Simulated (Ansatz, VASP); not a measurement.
One calculation of LiBr, two programs

```xyz
2
Lattice="0.0000 2.7119 2.7119 2.7119 0.0000 2.7119 2.7119 2.7119 0.0000" Properties=species:S:1:pos:R:3 pbc="T T T"
Li    0.0000    0.0000    0.0000
Br    2.7119    2.7119    2.7119
```

Alike in both runs: task single point; functional r2SCAN; k mesh 6 × 6 × 6; no spin polarisation.

|  | VASP | Ansatz |
| --- | --- | --- |
| version | VASP 6.6.1 | Ansatz 0.2.0 |
| potentials or method | VASP PAW PBE potentials, release 64 (Li_sv, Br) | plane waves, PAW |
| plane-wave cutoff (eV) | 830 | 500 |
| occupations | gaussian, width 0.01 eV | fixed |
| valence electrons in the cell | 10 | 10 |

Ansatz gave:

| Property | Result |
| --- | --- |
| gap on the k mesh at the Fermi level (eV) | 6.03 |
| pressure (GPa) | 0.9 |

Problem. What did VASP give for the same quantities?

Solution. gap on the k mesh at the Fermi level (eV): 6.09; pressure (GPa): 0.5.

VASP's potentials were made for PBE, not for r2SCAN.
